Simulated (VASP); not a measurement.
## Cu: single point with PBEsol

Cu:

```
Cu
1.0
     2.47948    0.00000    0.00000
    -1.23974    2.14729    0.00000
     0.00000    0.00000    8.07371
Cu
4
Direct
  0.66667 0.33333 0.75000
  0.00000 0.00000 0.50000
  0.33333 0.66667 0.25000
  0.00000 0.00000 0.00000
```

```yaml
Program: VASP 6.6.1
Task: single point
Functional: PBEsol
Potentials_or_basis: VASP PAW PBE potentials, release 64 (Cu)
Cutoff: 600 eV
k_mesh: 12 × 12 × 4
Occupations: fermi-dirac, width 0.05 eV
Spin: no spin polarisation
```

```
Pressure               : 11.2 GPa
Band gap on the k mesh : zero (band 22 reaches 12.13 eV, above the bottom of band 23 at 6.73 eV)
```

Levels at points of the mesh, in eV from the Fermi level:
```tsv
k point	band 18	band 19	band 20	band 21	band 22	band 23	band 24	band 25	band 26	band 27
(0.00, 0.00, 0.00)	-2.20	-2.20	-2.01	-2.01	-1.68	-1.68	-1.21	4.36	13.39	13.39
(0.50, 0.00, 0.00)	-1.53	-1.52	-1.50	-0.76	0.32	1.11	1.70	5.14	5.16	9.05
(0.00, 0.00, 0.50)	-2.34	-2.34	-2.34	-1.82	-1.82	-1.82	-1.82	7.58	7.58	20.01
(0.50, 0.00, 0.50)	-1.63	-1.53	-1.53	0.06	0.06	1.47	1.47	5.61	5.61	7.59
```

Wall time 80 s on 1 thread of AMD EPYC 9R45 (Zen 5) (shared host), peak memory 0.17 GiB.

Caveat: the PAW data sets were made with another functional, which shifts forces and pressure a little.
